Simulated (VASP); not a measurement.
The system is BaTiO3.

```
Ba Ti O
1.0
     2.83995    1.63964    2.33128
    -2.83995    1.63964    2.33128
     0.00000   -3.27929    2.33128
Ba Ti O
1 1 3
Direct
  0.00126 0.00126 0.00126
  0.51472 0.51472 0.51472
  0.48824 0.97865 0.48824
  0.48824 0.48824 0.97865
  0.97865 0.48824 0.48824
```

Base run:

| Property | Result |
| --- | --- |
| Program | VASP 6.6.1 |
| Functional | r2SCAN |
| Potentials or basis | VASP PAW PBE potentials, release 64 (Ba_sv, Ti_sv, O) |
| Cutoff | 520 eV |
| k mesh | 6 × 6 × 6 |
| Occupations | gaussian, width 0.01 eV |
| Spin | no spin polarisation |

Its results: band gap on the k mesh 2.85 eV, indirect (least direct gap 3.31 eV); pressure 1.9 GPa; largest force 0.175 eV/Å.

Q: The run is repeated on the same cell with these changes: functional from r2SCAN to PBE0; k mesh from 6 × 6 × 6 to 4 × 4 × 4. What comes out?

A: Band gap on the k mesh 4.68 eV, indirect (least direct gap 5.13 eV); pressure -0.6 GPa; largest force 0.199 eV/Å.

Several settings changed at once, so the effect can't be laid on one alone.

Caveats: the PAW data sets were made with another functional, which shifts forces and pressure a little; spin-orbit coupling is left out, which moves the levels of the heavy elements.

A k mesh can miss the band edges.
